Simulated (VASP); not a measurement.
A run of VASP 6.6.1 is set up as follows.

INCAR

```
  PREC = Accurate
  ENCUT = 520
  EDIFF = 1E-6
  ISMEAR = 0
  SIGMA = 0.15
  LREAL = F
  LASPH = T
  NELM = 100
  ALGO = Normal
  ISIF = 2
  LWAVE = F
  LCHARG = F
  GGA = CA
  NBANDS = 12
```

Contents of KPOINTS:

```
Automatic mesh
0
Gamma
  20 20 20
```

The input POSCAR:

```
Ti
1.0
    0.0000000000      2.1055620664      2.0005340298
    2.0005340298      0.0000000000      2.0005340298
    2.0005340298      2.1055620664      0.0000000000
Ti
1
Direct
    0.0000000000      0.0000000000      0.0000000000
```

Potentials or basis: VASP PAW LDA potentials, release 64 (Ti_sv).

Launch:

```sh
$ cat potpaw_LDA.64/Ti_sv/POTCAR > POTCAR
$ mpirun -np 1 vasp_std > vasp.out
```

(1) What does it give for the pressure?

(2) Estimate the band gap on the k mesh.

Answers

(1) -5.7 GPa.

(2) zero (bands 6 and 7 overlap by 1.24 eV).

Caveat: the cell differs from its parent crystal (normal strain along x +0.0000, normal strain along y +0.0525); the cell stands under tension.
